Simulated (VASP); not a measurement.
# In: single point with LDA

Crystal: In.

```
CELL_PARAMETERS angstrom
2.97550 0.00000 0.00000
0.00000 2.97550 0.00000
0.00000 0.00000 2.97550
ATOMIC_POSITIONS crystal
In 0.00000 0.00000 0.00000
```

```
Program             : VASP 6.6.1
Task                : single point
Functional          : LDA
Potentials or basis : VASP PAW LDA potentials, release 64 (In_d)
Cutoff              : 520 eV
k mesh              : 11 × 11 × 11
Occupations         : fermi-dirac, width 0.136057 eV
Spin                : no spin polarisation
```

The pressure is 0.0 GPa.

Levels at points of the mesh, in eV from the Fermi level:
```tsv
k point	band 2	band 3	band 4	band 5	band 6	band 7	band 8	band 9	band 10	band 11
(0.00, 0.00, 0.00)	-15.03	-14.15	-14.15	-14.15	-9.52	7.63	7.63	7.63	11.10	11.10
```

Run time: 6.4 s on 1 thread of Intel(R) Xeon(R) 6975P-C (Granite Rapids) (shared host), peak memory 0.13 GiB.

Caveat: spin-orbit coupling is left out, which moves the levels of the heavy elements.
